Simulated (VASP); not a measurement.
BN: single point with r2SCAN

The system is BN.

```
B N
1.0
     2.50058    0.00000    0.00000
    -1.25029    2.29355    0.00000
     0.00000    0.00000    6.52364
B N
2 2
Cartesian
  0.0000 1.4873 1.6309
  1.2503 0.8063 4.8927
  0.0000 1.5791 4.8927
  1.2503 0.7144 1.6309
```

This cell differs from its parent crystal: uniaxial y strain +5.9%.

- Program: VASP 6.6.1
- Task: single point
- Functional: r2SCAN
- Potentials or basis: VASP PAW PBE potentials, release 64 (B, N)
- Cutoff: 520 eV
- k mesh: 12 × 12 × 4
- Occupations: gaussian, width 0.01 eV
- Spin: no spin polarisation

* Pressure: -17.8 GPa
* Largest force: 0.005 eV/Å
* Band gap on the k mesh: 4.47 eV, indirect (least direct gap 4.92 eV)

Forces in eV/Å, atoms in the order of the input:
```
B    0.000 -0.003  0.000
B    0.000  0.003  0.000
N    0.000 -0.005  0.000
N    0.000  0.005  0.000
```

Stress tensor (GPa, compression positive):
```
 -7.94   0.00   0.00
  0.00 -46.49   0.00
  0.00   0.00   1.12
```

Levels at points of the mesh, in eV from the valence-band top:
```tsv
k point	band 5	band 6	band 7	band 8	band 9	band 10	band 11	band 12
(0.00, 0.00, 0.00)	-1.81	-1.75	-1.30	-1.25	5.56	10.13	10.83	10.96
(0.50, 0.00, 0.00)	-4.55	-4.46	-1.41	-0.27	4.65	6.19	8.88	9.03
(0.00, 0.50, 0.00)	-3.67	-3.59	-1.87	-0.76	4.47	5.91	10.12	10.83
(0.00, 0.00, 0.50)	-1.78	-1.78	-1.28	-1.28	7.96	7.96	10.80	10.80
(0.50, 0.00, 0.50)	-4.51	-4.51	-0.81	-0.81	5.13	5.13	9.09	9.09
(0.00, 0.50, 0.50)	-3.63	-3.63	-1.27	-1.27	4.85	4.85	10.80	10.80
```

Run time: 2.9 min on 1 thread of Intel(R) Xeon(R) Platinum 8559C (Emerald Rapids), with other jobs on the host, peak memory 0.19 GiB.

Caveat: the cell differs from its parent crystal (uniaxial y strain +5.9%); the PAW data sets were made with another functional, which shifts forces and pressure a little. A k mesh can miss the band edges.
